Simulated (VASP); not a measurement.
# SiC (P6_3mc) in VASP: notebook

The runs below take SiC through single point, with r2SCAN.

Everything below comes from runs of VASP 6.6.1. Logs are shortened: lines on timing, memory, paths and dates and some standing lists are left out, and cuts for length are marked.

## (1) The cell of the first run

The structure is hexagonal, space group P6_3mc (No. 186). The conventional cell has a = 3.078 Å, b = 3.078 Å, c = 9.774 Å, α = 90.00°, β = 90.00°, γ = 120.00°. Si (site symmetry 3m) has 4 C at 1.85 to 1.87 Å within 2.5 Å. Si (site symmetry 3m) has 4 C at 1.85 to 1.87 Å within 2.5 Å. Within 2.5 Å of C (site symmetry 3m) lie 4 Si at 1.85 to 1.87 Å. C (site symmetry 3m) has 4 Si at 1.85 to 1.87 Å within 2.5 Å.

## (2) Single point, r2SCAN (uniaxial z strain -3.0%)

Contents of POSCAR:

```
SiC
1.0
    3.0775550330      0.0000000000      0.0000000000
   -1.5387775165      2.6652408402      0.0000000000
    0.0000000000      0.0000000000      9.7744211025
Si C
4 4
Direct
    0.0000000000      0.0000000000     -0.0011227696
    0.3333333333      0.6666666667      0.2491302633
    0.0000000000      0.0000000000      0.4988772304
    0.6666666667      0.3333333333      0.7491302633
    0.0000000000      0.0000000000      0.1881064928
    0.3333333333      0.6666666667      0.4388860135
    0.0000000000      0.0000000000      0.6881064928
    0.6666666667      0.3333333333      0.9388860135
```

Contents of INCAR.step1:

```
SYSTEM = SiC
PREC = Accurate
ENCUT = 520
ISMEAR = 0
SIGMA = 0.01
LREAL = .FALSE.
LASPH = .TRUE.
NELM = 100
NBANDS = 26
GGA = PE
ALGO = Normal
EDIFF = 1E-4
LWAVE = .TRUE.
LCHARG = .FALSE.
```

Contents of INCAR.step2:

```
SYSTEM = SiC
PREC = Accurate
ENCUT = 520
EDIFF = 1E-6
ISMEAR = 0
SIGMA = 0.01
LREAL = .FALSE.
LASPH = .TRUE.
NELM = 100
ALGO = Normal
ISIF = 2
LWAVE = .FALSE.
LCHARG = .FALSE.
METAGGA = R2SCAN
LMIXTAU = .TRUE.
NBANDS = 26
ISTART = 1
```

Contents of KPOINTS:

```
Automatic mesh
0
G
  12 12 4
  0 0 0
```

Potentials or basis: VASP PAW PBE potentials, release 64 (Si, C).

Command:

```
> cat potpaw_PBE.64/Si/POTCAR potpaw_PBE.64/C/POTCAR > POTCAR
> cp INCAR.step1 INCAR
> mpirun -np 1 vasp_std > vasp.out
> cp INCAR.step2 INCAR
> mpirun -np 1 vasp_std > vasp.out
```

OUTCAR:

```text
SYSTEM = SiC
   PREC = Accurate
   ENCUT = 520
   EDIFF = 1E-6
   ISMEAR = 0
   LREAL = .FALSE.
   LASPH = .TRUE.
   NELM = 100
   ISIF = 2
   METAGGA = R2SCAN
   ISTART = 1

 ion  position               nearest neighbor table
   1  0.000  0.000  0.999-   5 1.85   8 1.87   8 1.87   8 1.87   4 3.02   4 3.02   4 3.02   2 3.02
                             2 3.02   2 3.02
   2  0.333  0.667  0.249-   6 1.85   5 1.87   5 1.87   5 1.87   3 3.02   3 3.02   3 3.02   1 3.02
                             1 3.02   1 3.02
   3  0.000  0.000  0.499-   7 1.85   6 1.87   6 1.87   6 1.87   2 3.02   2 3.02   2 3.02   4 3.02
                             4 3.02   4 3.02
   4  0.667  0.333  0.749-   8 1.85   7 1.87   7 1.87   7 1.87   1 3.02   1 3.02   1 3.02   3 3.02
                             3 3.02   3 3.02
   5  0.000  0.000  0.188-   1 1.85   2 1.87   2 1.87   2 1.87
   6  0.333  0.667  0.439-   2 1.85   3 1.87   3 1.87   3 1.87
   7  0.000  0.000  0.688-   3 1.85   4 1.87   4 1.87   4 1.87
   8  0.667  0.333  0.939-   4 1.85   1 1.87   1 1.87   1 1.87

  LATTYP: Found a hexagonal cell.
 ALAT       =     3.0775550330
 C/A-ratio  =     3.1760345462

  Lattice vectors:

 A1 = (   3.0775550330,   0.0000000000,   0.0000000000)
 A2 = (  -1.5387775165,   2.6652408402,   0.0000000000)
 A3 = (   0.0000000000,   0.0000000000,   9.7744211025)

Analysis of symmetry for initial positions (statically):
=====================================================================
 Subroutine PRICEL returns:
 Original cell was already a primitive cell.

 Routine SETGRP: Setting up the symmetry group for a
 hexagonal supercell.

 Subroutine GETGRP returns: Found 12 space group operations
 (whereof  6 operations were pure point group operations)
 out of a pool of 24 trial point group operations.

The static configuration has the point symmetry C_3v.
 The point group associated with its full space group is C_6v.

Analysis of symmetry for dynamics (positions and initial velocities):
=====================================================================
 Subroutine PRICEL returns:
 Original cell was already a primitive cell.

 Routine SETGRP: Setting up the symmetry group for a
 hexagonal supercell.

 Subroutine GETGRP returns: Found 12 space group operations
 (whereof  6 operations were pure point group operations)
 out of a pool of 24 trial point group operations.

The dynamic configuration has the point symmetry C_3v.
 The point group associated with its full space group is C_6v.

 Subroutine INISYM returns: Found 12 space group operations
[... 115 lines left out ...]
   ISIF   =      2    stress and relaxation
   ISYM   =      2    0-nonsym 1-usesym 2-fastsym
   POTIM  = 0.5000    time-step for ionic-motion
   TEBEG  =    0.0;   TEEND  =   0.0 temperature during run
   PSTRESS=    0.0 pullay stress
   NELECT =      32.0000    total number of electrons
   NUPDOWN=      -1.0000    fix difference up-down
   EMIN   =  10.00;   EMAX   =-10.00  energy-range for DOS
   EFERMI =   0.00;   METHOD = LEGACY
   ISMEAR =     0;   SIGMA  =   0.01  broadening in eV -4-tet -1-fermi 0-gaus
   EFERMI_NEDOS =   21; number of points for ismear=-14 and -15
   IALGO  =     38    algorithm
   IMIX   =      4    mixing-type and parameters
     AMIX     =   0.40;   BMIX     =  1.00
     AMIX_MAG =   1.60;   BMIX_MAG =  1.00
  volume/ion in A,a.u.               =      10.02        67.63
  Fermi-wavevector in a.u.,A,eV,Ry     =   1.205352  2.277784 19.767527  1.452872
  Thomas-Fermi vector in A             =   2.341050
   LORBIT       =      0    0 simple, 1 ext, 2 COOP (PROOUT), +10 PAW based schemes
   METAGGA = R2SCAN    functional components
   LHFCALC =     F    Hartree Fock is set to
   AEXX    =    0.0000 exact exchange contribution
   IVDW    =     0    specifies the selected vdW correction
   LEPSILON=     F    determine dielectric tensor
   LRPA    =     F    only Hartree local field effects (RPA)
 non-spin polarized calculation
 Gauss-broadening in eV      SIGMA  =   0.01
  energy-cutoff  :      520.00
  volume of cell :       80.17
 maximum number of plane-waves:      2176
 NGX is ok and might be reduce to    24
   NGX = 11   NGY = 11   NGZ = 37

 number of electron      31.9999999 magnetization

 Free energy of the ion-electron system (eV)
  ---------------------------------------------------
  ext. energy  EPLUGINS =         0.00000000
  ---------------------------------------------------
  free energy    TOTEN  =       -77.17042762 eV

  energy without entropy =      -77.17042762  energy(sigma->0) =      -77.17042762

 E-fermi :   8.6820     XC(G=0): -12.0734

 val. band max:        8.5849724384   @ k =   0.0000   0.0000   0.0000
 cond. band min:      11.0619076978   @ k =   0.5000  -0.0000   0.0000
 fundamental gap:      2.4769352595
 Fermi energy:         8.6820128673

 k-point     1 :       0.0000    0.0000    0.0000
  band No.  band energies     occupation
      1      -8.1050      2.00000
      2      -6.7989      2.00000
      3      -6.7504      2.00000
      4      -4.1267      2.00000
      5      -0.5445      2.00000
      6       4.0794      2.00000
[... 685 lines left out ...]
     25      18.0834      0.00000
     26      18.5341      0.00000

 [... further k-points ...]

------------------------ aborting loop because EDIFF is reached ----------------------------------------

  FORCE on cell =-STRESS in cart. coord.  units (eV):
  Direction    XX          YY          ZZ          XY          YZ          ZX
  --------------------------------------------------------------------------------------
  -------------------------------------------------------------------------------------
  Total        0.8142361      0.8142361      9.1053322      0.0000000      0.0000000     -0.0000000
  in kB       16.2715008     16.2715008    181.9587924      0.0000000      0.0000000     -0.0000000
  external PRESSURE =      71.5005980 kB  Pullay stress =       0.0000000 kB

 VOLUME and BASIS-vectors are now :
 -----------------------------------------------------------------------------
  energy-cutoff  :      520.00
  volume of cell :       80.17
      direct lattice vectors                 reciprocal lattice vectors
     3.077555033  0.000000000  0.000000000     0.324933263  0.187600307  0.000000000
    -1.538777516  2.665240840  0.000000000     0.000000000  0.375200614  0.000000000
     0.000000000  0.000000000  9.774421102     0.000000000  0.000000000  0.102307849

 POSITION                                       TOTAL-FORCE (eV/Angst)
 -----------------------------------------------------------------------------------
      0.00000      0.00000      9.76345         0.000000      0.000000      0.002956
     -0.00000      1.77683      2.43510         0.000000      0.000000      0.001343
      0.00000      0.00000      4.87624        -0.000000     -0.000000      0.002956
      1.53878      0.88841      7.32231        -0.000000     -0.000000      0.001343
      0.00000      0.00000      1.83863         0.000000     -0.000000     -0.001219
     -0.00000      1.77683      4.28986        -0.000000     -0.000000     -0.003080
      0.00000      0.00000      6.72584        -0.000000     -0.000000     -0.001219
      1.53878      0.88841      9.17707         0.000000     -0.000000     -0.003080
 -----------------------------------------------------------------------------------
    total drift:                               -0.000000     -0.000000      0.000794

  FREE ENERGIE OF THE ION-ELECTRON SYSTEM (eV)
  ---------------------------------------------------
  free  energy   TOTEN  =       -77.1704276173 eV

  energy  without entropy=      -77.1704276173  energy(sigma->0) =      -77.17042762
```

Wall time 4 min (1 thread of Intel Xeon 6975P-C (Granite Rapids), shared host); peak memory 0.26 GiB.

Results:

```
Free energy            : -77.1704 eV
Pressure               : 7.2 GPa
Largest force          : 0.003 eV/Å
Band gap on the k mesh : 2.48 eV (least direct gap 3.83 eV)
```

Forces in eV/Å, atoms in the order of the input:
```
Si   0.000  0.000  0.003
Si   0.000  0.000  0.001
Si   0.000  0.000  0.003
Si   0.000  0.000  0.001
C    0.000  0.000 -0.001
C    0.000  0.000 -0.003
C    0.000  0.000 -0.001
C    0.000  0.000 -0.003
```

Caveat: the cell differs from its parent crystal (uniaxial z strain -3.0%); the cell stands under pressure; the PAW data sets were made with another functional, which shifts forces and pressure a little.

## (3) Single point, r2SCAN (uniaxial z strain -2.0%)

Contents of POSCAR:

```
SiC
1.0
    3.0775550330      0.0000000000      0.0000000000
   -1.5387775165      2.6652408402      0.0000000000
    0.0000000000      0.0000000000      9.8751883303
Si C
4 4
Direct
    0.0000000000      0.0000000000     -0.0007470089
    0.3333333333      0.6666666667      0.2494250193
    0.0000000000      0.0000000000      0.4992529911
    0.6666666667      0.3333333333      0.7494250193
    0.0000000000      0.0000000000      0.1877907825
    0.3333333333      0.6666666667      0.4385312071
    0.0000000000      0.0000000000      0.6877907825
    0.6666666667      0.3333333333      0.9385312071
```

Contents of INCAR.step1:

```
SYSTEM = SiC
ALGO = Normal
EDIFF = 1E-4
ENCUT = 520
GGA = PE
ISMEAR = 0
LASPH = .TRUE.
LCHARG = .FALSE.
LREAL = .FALSE.
LWAVE = .TRUE.
NBANDS = 26
NELM = 80
PREC = Accurate
SIGMA = 0.01
```

Contents of INCAR.step2:

```
SYSTEM = SiC
ALGO = Normal
EDIFF = 1E-6
ENCUT = 520
ISIF = 2
ISMEAR = 0
ISTART = 1
LASPH = .TRUE.
LCHARG = .TRUE.
LELF = .TRUE.
LMIXTAU = .TRUE.
LREAL = .FALSE.
LVHAR = .TRUE.
LWAVE = .FALSE.
METAGGA = R2SCAN
NBANDS = 26
NELM = 80
PREC = Accurate
SIGMA = 0.01
```

Contents of KPOINTS:

```
k-points
0
G
  12 12 4
  0 0 0
```

Potentials or basis: VASP PAW PBE potentials, release 64 (Si, C).

Command:

```
> cat potpaw_PBE.64/Si/POTCAR potpaw_PBE.64/C/POTCAR > POTCAR
> cp INCAR.step1 INCAR
> mpirun -np 1 vasp_std > vasp.out
> cp INCAR.step2 INCAR
> mpirun -np 1 vasp_std > vasp.out
```

Run time: 3.7 min. Hardware: 1 thread of Intel Xeon 6975P-C (Granite Rapids), shared host; peak memory 0.25 GiB.

The run converged. Its results:

| Quantity | Value |
| --- | --- |
| Free energy | -77.2481 eV |
| Pressure | 4.6 GPa |
| Band gap on the k mesh | 2.59 eV (least direct gap 3.86 eV) |

Forces on the atoms (eV/Å):
```
Si   0.000  0.000  0.001
Si   0.000  0.000  0.001
Si   0.000  0.000  0.001
Si   0.000  0.000  0.001
C    0.000  0.000  0.000
C    0.000  0.000 -0.003
C    0.000  0.000  0.000
C    0.000  0.000 -0.003
```

Stress tensor (GPa, compression positive):
```
 0.95  0.00  0.00
 0.00  0.95  0.00
 0.00  0.00 11.83
```

Levels at points of the mesh, in eV from the valence-band top:
| k point | band 14 | band 15 | band 16 | band 17 | band 18 | band 19 |
| --- | --- | --- | --- | --- | --- | --- |
| (0.00, 0.00, 0.00) | -0.15 | -0.15 | 0.00 | 5.44 | 6.07 | 6.79 |
| (0.50, 0.00, 0.00) | -2.32 | -1.65 | -1.27 | 2.59 | 2.60 | 4.61 |
| (0.00, 0.00, 0.50) | -0.39 | -0.39 | -0.39 | 5.67 | 5.67 | 7.26 |
| (0.50, 0.00, 0.50) | -2.62 | -1.76 | -1.76 | 2.92 | 2.92 | 4.70 |

Caveat: the cell differs from its parent crystal (uniaxial z strain -2.0%); the cell stands under pressure; the PAW data sets were made with another functional, which shifts forces and pressure a little. A k mesh can miss the band edges.
